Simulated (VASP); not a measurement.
# ZnS (Cm) in VASP: single point with r2SCAN

Aim: the single point of ZnS with r2SCAN.

All numbers are computed with VASP 6.6.1; they aren't measurements. Logs are shortened: lines on timing, memory, paths and dates and some standing lists are left out, and cuts for length are marked.

## 1. The cell of the first run

It takes space group Cm (No. 8, monoclinic). The conventional cell has a = 6.593 Å, b = 3.807 Å, c = 6.246 Å, α = 90.00°, β = 90.00°, γ = 90.00°. Within 2.9 Å of Zn (site symmetry m) lie 4 S at 2.15 to 2.40 Å. Zn (site symmetry m) has 4 S at 2.33 to 2.34 Å within 3.1 Å. S (site symmetry m) has 4 Zn at 2.33 to 2.40 Å within 3.1 Å. S (site symmetry m) has 4 Zn at 2.15 to 2.40 Å within 2.9 Å.

## 2. Single point, r2SCAN (atom 1 (Zn) moved +0.180 Å towards its neighbour atom 4 (S) at 2.334 Å)

POSCAR reads:

```
ZnS
1.0
    3.8067217484      0.0000000000      0.0000000000
   -1.9033608742      3.2967177392      0.0000000000
    0.0000000000      0.0000000000      6.2457351519
Zn S
2 2
Direct
    0.2819191325      0.6409595662     -0.0043119481
    0.6666666667      0.3333333333      0.5053880718
    0.3333333333      0.6666666667      0.3796119282
    0.6666666667      0.3333333333      0.8796119282
```

INCAR.step1 reads:

```
SYSTEM = ZnS
PREC     = Accurate       ! precision mode
ENCUT    = 520            ! plane-wave cutoff, eV
ISMEAR   = 0              ! smearing method
SIGMA    = 0.05           ! smearing width, eV
LREAL    = .False.        ! projectors in reciprocal space
LASPH    = .True.         ! aspherical terms in the spheres
NELM     = 100            ! most SCF steps
NBANDS   = 26             ! bands
GGA      = PE             ! functional
ALGO     = Normal         ! electronic algorithm
EDIFF    = 1E-4           ! SCF threshold, eV
LWAVE    = .True.         ! write WAVECAR
LCHARG   = .False.        ! write CHGCAR
```

INCAR.step2 reads:

```
SYSTEM = ZnS
PREC     = Accurate       ! precision mode
ENCUT    = 520            ! plane-wave cutoff, eV
EDIFF    = 1E-6           ! SCF threshold, eV
ISMEAR   = 0              ! smearing method
SIGMA    = 0.05           ! smearing width, eV
LREAL    = .False.        ! projectors in reciprocal space
LASPH    = .True.         ! aspherical terms in the spheres
NELM     = 100            ! most SCF steps
ALGO     = Normal         ! electronic algorithm
ISIF     = 2              ! what is computed and relaxed
LWAVE    = .False.        ! write WAVECAR
LCHARG   = .False.        ! write CHGCAR
METAGGA  = R2SCAN         ! meta-GGA
LMIXTAU  = .True.       
NBANDS   = 26             ! bands
ISTART   = 1
```

KPOINTS reads:

```
regular mesh
0
Gamma
  6 6 4
  0 0 0
```

Potentials or basis: VASP PAW PBE potentials, release 64 (Zn, S).

Command:

```sh
cat potpaw_PBE.64/Zn/POTCAR potpaw_PBE.64/S/POTCAR > POTCAR
cp INCAR.step1 INCAR
mpirun -np 1 vasp_std > vasp.out
cp INCAR.step2 INCAR
mpirun -np 1 vasp_std > vasp.out
```

OUTCAR:

```text
SYSTEM = ZnS
   PREC = Accurate
   ENCUT = 520
   EDIFF = 1E-6
   ISMEAR = 0
   LREAL = .False.
   LASPH = .True.
   NELM = 100
   ISIF = 2
   METAGGA = R2SCAN
   ISTART = 1

 ion  position               nearest neighbor table
   1  0.282  0.641  0.996-   4 2.15   4 2.40   4 2.40   3 2.40
   2  0.667  0.333  0.505-   3 2.33   3 2.33   3 2.33   4 2.34
   3  0.333  0.667  0.380-   2 2.33   2 2.33   2 2.33   1 2.40
   4  0.667  0.333  0.880-   1 2.15   2 2.34   1 2.40   1 2.40

  LATTYP: Found a hexagonal cell.
 ALAT       =     3.8067217484
 C/A-ratio  =     1.6407122886

  Lattice vectors:

 A1 = (   3.8067217484,   0.0000000000,   0.0000000000)
 A2 = (  -1.9033608742,   3.2967177392,   0.0000000000)
 A3 = (   0.0000000000,   0.0000000000,   6.2457351519)

Analysis of symmetry for initial positions (statically):
=====================================================================
 Subroutine PRICEL returns:
 Original cell was already a primitive cell.

 Routine SETGRP: Setting up the symmetry group for a
 hexagonal supercell.

 Subroutine GETGRP returns: Found  2 space group operations
 (whereof  2 operations were pure point group operations)
 out of a pool of 24 trial point group operations.

The static configuration has the point symmetry C_1h.

Analysis of symmetry for dynamics (positions and initial velocities):
=====================================================================
 Subroutine PRICEL returns:
 Original cell was already a primitive cell.

 Routine SETGRP: Setting up the symmetry group for a
 hexagonal supercell.

 Subroutine GETGRP returns: Found  2 space group operations
 (whereof  2 operations were pure point group operations)
 out of a pool of 24 trial point group operations.

The dynamic configuration has the point symmetry C_1h.

 Subroutine INISYM returns: Found  2 space group operations
 (whereof  2 operations are pure point group operations),
 and found     1 'primitive' translations

----------------------------------------------------------------------------------------

                                     Primitive cell

  volume of cell :      78.3820

  direct lattice vectors                    reciprocal lattice vectors
     3.806721748  0.000000000  0.000000000     0.262693222  0.151666002  0.000000000
    -1.903360874  3.296717739  0.000000000     0.000000000  0.303332004  0.000000000
     0.000000000  0.000000000  6.245735152     0.000000000  0.000000000  0.160109255

  length of vectors
     3.806721748  3.806721748  6.245735152     0.303332004  0.303332004  0.160109255

  position of ions in fractional coordinates (direct lattice)
     0.281919133  0.640959566  0.995688052
     0.666666667  0.333333333  0.505388072
     0.333333333  0.666666667  0.379611928
     0.666666667  0.333333333  0.879611928

  ion indices of the primitive-cell ions
   primitive index   ion index
                 1           1
                 2           2
                 3           3
                 4           4

----------------------------------------------------------------------------------------

 KPOINTS: regular mesh

Automatic generation of k-mesh.
 Grid dimensions read from file:
 generate k-points for:    6    6    4

 Generating k-lattice:

  Cartesian coordinates                     Fractional coordinates (reciprocal lattice)
     0.043782204  0.025277667  0.000000000     0.166666667  0.000000000  0.000000000
     0.000000000  0.050555334  0.000000000     0.000000000  0.166666667  0.000000000
     0.000000000  0.000000000  0.040027314     0.000000000  0.000000000  0.250000000

  Length of vectors
     0.050555334  0.050555334  0.040027314

  Shift w.r.t. Gamma in fractional coordinates (k-lattice)
     0.000000000  0.000000000  0.000000000

 Subroutine IBZKPT returns following result:
 ===========================================

 Found     47 irreducible k-points:

 Following reciprocal coordinates:
            Coordinates               Weight
  0.000000  0.000000  0.000000      1.000000
  0.166667  0.000000  0.000000      2.000000
  0.000000  0.166667  0.000000      4.000000
  0.333333  0.000000  0.000000      2.000000
  0.000000  0.333333  0.000000      4.000000
  0.500000  0.000000  0.000000      1.000000
[... 16 lines left out ...]
  0.500000  0.000000  0.250000      2.000000
  0.000000  0.500000  0.250000      4.000000
 [... further k-points ...]
   k-points           NKPTS =     47   k-points in BZ     NKDIM =     47   number of bands    NBANDS=     26
   number of dos      NEDOS =    301   number of ions     NIONS =      4
   total plane-waves  NPLWV =  37632
   dimension x,y,z NGX =    28 NGY =   28 NGZ =   48
   dimension x,y,z NGXF=    56 NGYF=   56 NGZF=   96
   ions per type =               2   2
   NGX,Y,Z   is equivalent  to a cutoff of  12.23, 12.23, 12.78 a.u.
   NGXF,Y,Z  is equivalent  to a cutoff of  24.46, 24.46, 25.55 a.u.
 SYSTEM =  ZnS
   PREC   = accura    normal or accurate (medium, high low for compatibility)
   ISTART =      1    job   : 0-new  1-cont  2-samecut
   ICHARG =      0    charge: 1-file 2-atom 10-const
   ISPIN  =      1    spin polarized calculation?
   LNONCOLLINEAR =      F non collinear calculations
   LSORBIT =      F    spin-orbit coupling
   LASPH  =      T    aspherical Exc in radial PAW
   ENCUT  =  520.0 eV  38.22 Ry    6.18 a.u.   7.08  7.08 11.61*2*pi/ulx,y,z
   NELM   =    100;   NELMIN=  2; NELMDL=  0     # of ELM steps
   EDIFF  = 0.1E-05   stopping-criterion for ELM
   LREAL  =      F    real-space projection
   EDIFFG = 0.1E-04   stopping-criterion for IOM
   NSW    =      0    number of steps for IOM
   IBRION =     -1    ionic relax: 0-MD 1-quasi-New 2-CG
   NFREE  =      0    steps in history (QN), initial steepest desc. (CG)
   ISIF   =      2    stress and relaxation
   ISYM   =      2    0-nonsym 1-usesym 2-fastsym
   POTIM  = 0.5000    time-step for ionic-motion
   TEBEG  =    0.0;   TEEND  =   0.0 temperature during run
   PSTRESS=    0.0 pullay stress
   NELECT =      36.0000    total number of electrons
   NUPDOWN=      -1.0000    fix difference up-down
   EMIN   =  10.00;   EMAX   =-10.00  energy-range for DOS
   EFERMI =   0.00;   METHOD = LEGACY
   ISMEAR =     0;   SIGMA  =   0.05  broadening in eV -4-tet -1-fermi 0-gaus
   EFERMI_NEDOS =   21; number of points for ismear=-14 and -15
   IALGO  =     38    algorithm
   IMIX   =      4    mixing-type and parameters
     AMIX     =   0.40;   BMIX     =  1.00
     AMIX_MAG =   1.60;   BMIX_MAG =  1.00
  volume/ion in A,a.u.               =      19.60       132.24
  Fermi-wavevector in a.u.,A,eV,Ry     =   1.263097  2.386908 21.706940  1.595415
  Thomas-Fermi vector in A             =   2.396472
   LORBIT       =      0    0 simple, 1 ext, 2 COOP (PROOUT), +10 PAW based schemes
   METAGGA = R2SCAN    functional components
   LHFCALC =     F    Hartree Fock is set to
   AEXX    =    0.0000 exact exchange contribution
   IVDW    =     0    specifies the selected vdW correction
   LEPSILON=     F    determine dielectric tensor
   LRPA    =     F    only Hartree local field effects (RPA)
 non-spin polarized calculation
 Gauss-broadening in eV      SIGMA  =   0.05
  energy-cutoff  :      520.00
  volume of cell :       78.38
 maximum number of plane-waves:      2130
   NGX = 15   NGY = 15   NGZ = 23

 number of electron      36.0000016 magnetization

 Free energy of the ion-electron system (eV)
  ---------------------------------------------------
  ext. energy  EPLUGINS =         0.00000000
  ---------------------------------------------------
  free energy    TOTEN  =       -37.59103882 eV

  energy without entropy =      -37.59103882  energy(sigma->0) =      -37.59103882

 E-fermi :   2.1744     XC(G=0): -10.3076

 val. band max:        1.9581005124   @ k =   0.0000   0.0000   0.0000
 cond. band min:       4.7061180172   @ k =   0.0000   0.0000   0.0000
 fundamental gap:      2.7480175048
 Fermi energy:         2.1744309061

 k-point     1 :       0.0000    0.0000    0.0000
  band No.  band energies     occupation
      1     -11.8817      2.00000
      2     -10.8844      2.00000
      3      -4.8398      2.00000
      4      -4.6621      2.00000
      5      -4.6352      2.00000
      6      -4.4965      2.00000
[... 18 lines left out ...]
     25      10.3435      0.00000
     26      11.7615      0.00000

 k-point     2 :       0.1667    0.0000    0.0000
  band No.  band energies     occupation
      1     -11.6906      2.00000
      2     -10.7771      2.00000
      3      -4.8277      2.00000
      4      -4.5978      2.00000
      5      -4.5971      2.00000
      6      -4.4825      2.00000
[... 18 lines left out ...]
     25      10.6004      0.00000
     26      10.7945      0.00000

 k-point     3 :       0.0000    0.1667    0.0000
  band No.  band energies     occupation
      1     -11.6983      2.00000
      2     -10.7780      2.00000
      3      -4.8183      2.00000
      4      -4.6514      2.00000
      5      -4.5937      2.00000
      6      -4.4820      2.00000
[... 18 lines left out ...]
     25      10.6795      0.00000
     26      11.1156      0.00000

 k-point     4 :       0.3333    0.0000    0.0000
  band No.  band energies     occupation
      1     -11.2345      2.00000
      2     -10.5805      2.00000
      3      -4.7439      2.00000
      4      -4.5231      2.00000
      5      -4.4824      2.00000
      6      -4.4278      2.00000
[... 18 lines left out ...]
     25      11.2025      0.00000
     26      12.3701      0.00000

 k-point     5 :       0.0000    0.3333    0.0000
  band No.  band energies     occupation
      1     -11.2672      2.00000
      2     -10.5777      2.00000
      3      -4.7640      2.00000
      4      -4.6359      2.00000
      5      -4.4961      2.00000
      6      -4.3810      2.00000
[... 18 lines left out ...]
     25      11.1015      0.00000
     26      12.2876      0.00000

 k-point     6 :       0.5000    0.0000    0.0000
  band No.  band energies     occupation
      1     -10.9290      2.00000
      2     -10.5256      2.00000
      3      -4.6392      2.00000
      4      -4.4474      2.00000
      5      -4.4320      2.00000
      6      -4.3883      2.00000
[... 427 lines left out ...]
 k-point    21 :      -0.3333    0.3333    0.2500
  band No.  band energies     occupation
      1     -11.1991      2.00000
      2     -10.6524      2.00000
      3      -4.7611      2.00000
      4      -4.6386      2.00000
      5      -4.5445      2.00000
      6      -4.3881      2.00000
[... 18 lines left out ...]
     25      11.2838      0.00000
     26      12.3605      0.00000

 k-point    22 :      -0.3333    0.0000    0.2500
  band No.  band energies     occupation
      1     -11.1701      2.00000
      2     -10.6491      2.00000
      3      -4.7372      2.00000
      4      -4.5552      2.00000
      5      -4.4721      2.00000
      6      -4.4681      2.00000
[... 18 lines left out ...]
     25      11.2907      0.00000
     26      12.2268      0.00000

 k-point    23 :       0.5000    0.0000    0.2500
  band No.  band energies     occupation
      1     -10.8986      2.00000
      2     -10.5454      2.00000
      3      -4.6437      2.00000
      4      -4.4965      2.00000
      5      -4.4235      2.00000
      6      -4.4170      2.00000
[... 18 lines left out ...]
     25      12.4229      0.00000
     26      13.2963      0.00000

 k-point    24 :       0.0000    0.5000    0.2500
  band No.  band energies     occupation
      1     -10.9548      2.00000
      2     -10.5351      2.00000
      3      -4.7326      2.00000
      4      -4.6361      2.00000
      5      -4.4525      2.00000
      6      -4.3288      2.00000
[... 18 lines left out ...]
     25      12.3791      0.00000
     26      13.3619      0.00000

 [... further k-points ...]

------------------------ aborting loop because EDIFF is reached ----------------------------------------

  FORCE on cell =-STRESS in cart. coord.  units (eV):
  Direction    XX          YY          ZZ          XY          YZ          ZX
  --------------------------------------------------------------------------------------
  -------------------------------------------------------------------------------------
  Total        1.2944865      0.0845841     -0.2015361      1.0478062      0.4473698      0.7748932
  in kB       26.4601093      1.7289513     -4.1195224     21.4178111      9.1445175     15.8392989
  external PRESSURE =       8.0231794 kB  Pullay stress =       0.0000000 kB

 VOLUME and BASIS-vectors are now :
 -----------------------------------------------------------------------------
  energy-cutoff  :      520.00
  volume of cell :       78.38
      direct lattice vectors                 reciprocal lattice vectors
     3.806721748  0.000000000  0.000000000     0.262693222  0.151666002  0.000000000
    -1.903360874  3.296717739  0.000000000     0.000000000  0.303332004  0.000000000
     0.000000000  0.000000000  6.245735152     0.000000000  0.000000000  0.160109255

 POSITION                                       TOTAL-FORCE (eV/Angst)
 -----------------------------------------------------------------------------------
     -0.14679      2.11306      6.21880         1.321831      0.763160      0.661783
      1.90336      1.09891      3.15652         0.016397      0.009467     -0.110872
     -0.00000      2.19781      2.37096        -0.053127     -0.030673     -0.226350
      1.90336      1.09891      5.49382        -1.285101     -0.741953     -0.324561
 -----------------------------------------------------------------------------------
    total drift:                                0.013822      0.008022      0.008775

  FREE ENERGIE OF THE ION-ELECTRON SYSTEM (eV)
  ---------------------------------------------------
  free  energy   TOTEN  =       -37.5910388179 eV

  energy  without entropy=      -37.5910388179  energy(sigma->0) =      -37.59103882
```

Run time: 3.9 min. Hardware: 1 thread of AMD EPYC 7R13 (Zen 3), shared host; peak memory 0.22 GiB.

Results:

```yaml
Free_energy: -37.5910 eV
Pressure: 0.8 GPa
Largest_force: 1.664 eV/Å
Band_gap_on_the_k_mesh: 2.75 eV
```

Forces on the atoms (eV/Å):
```
Zn   1.322  0.763  0.662
Zn   0.016  0.009 -0.111
S   -0.053 -0.031 -0.226
S   -1.285 -0.742 -0.325
```

Caveat: the cell differs from its parent crystal (atom 1 (Zn) moved +0.180 Å towards its neighbour atom 4 (S) at 2.334 Å); the PAW data sets were made with another functional, which shifts forces and pressure a little.
